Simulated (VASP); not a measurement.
# MgS: single point with HSE06

The system is MgS.

```
Mg S
1.0
     0.04246    2.83088    2.83088
     2.83088    0.04246    2.83088
     2.87334    2.87334    0.00000
Mg S
1 1
Cartesian
  0.0000 0.0000 0.0156
  1.4367 1.4367 1.3998
```

This cell differs from its parent crystal: shear xy strain +3.0%.

```json
{
 "Program": "VASP 6.6.1",
 "Task": "single point",
 "Functional": "HSE06",
 "Potentials or basis": "VASP PAW PBE potentials, release 64 (Mg, S)",
 "Cutoff": "520 eV",
 "k mesh": "6 × 6 × 6",
 "Occupations": "gaussian, width 0.01 eV",
 "Spin": "no spin polarisation",
 "Dipole correction": "no",
 "Grid for exact exchange (PRECFOCK)": "Normal",
 "Further INCAR settings": "ALGO = Normal; EDIFF = 1e-06; NBANDS = 11",
 "Screening parameter": "0.2079 1/Å"
}
```

- Pressure: -0.1 GPa
- Band gap on the k mesh: 4.41 eV, direct

Stress tensor (GPa, compression positive):
```
-0.13 -0.96  0.00
-0.96 -0.13  0.00
 0.00  0.00 -0.16
```

Levels at points of the mesh, in eV from the valence-band top:
| k point | band 1 | band 2 | band 3 | band 4 | band 5 | band 6 | band 7 | band 8 | band 9 |
| --- | --- | --- | --- | --- | --- | --- | --- | --- | --- |
| (0.00, 0.00, 0.00) | -12.52 | -0.18 | -0.10 | 0.00 | 4.41 | 8.89 | 9.10 | 9.30 | 12.10 |
| (0.50, 0.00, 0.00) | -11.74 | -3.46 | -0.53 | -0.47 | 6.06 | 8.57 | 8.73 | 9.76 | 14.16 |
| (0.50, 0.50, 0.00) | -11.52 | -3.15 | -1.35 | -1.08 | 4.74 | 6.67 | 12.54 | 13.61 | 13.73 |
| (0.00, 0.00, 0.50) | -11.79 | -3.51 | -0.44 | -0.36 | 6.20 | 8.74 | 8.91 | 9.74 | 14.14 |
| (0.50, 0.00, 0.50) | -11.52 | -3.15 | -1.22 | -1.22 | 4.76 | 6.65 | 12.49 | 13.66 | 13.71 |

It took 24 min on 1 × NVIDIA H100 80GB with 1 thread of AMD EPYC 7R13 Processor (Zen 3), on a shared host, peak memory 1.3 GiB.

Caveat: the cell differs from its parent crystal (shear xy strain +3.0%); the PAW data sets were made with another functional, which shifts forces and pressure a little. A k mesh can miss the band edges.
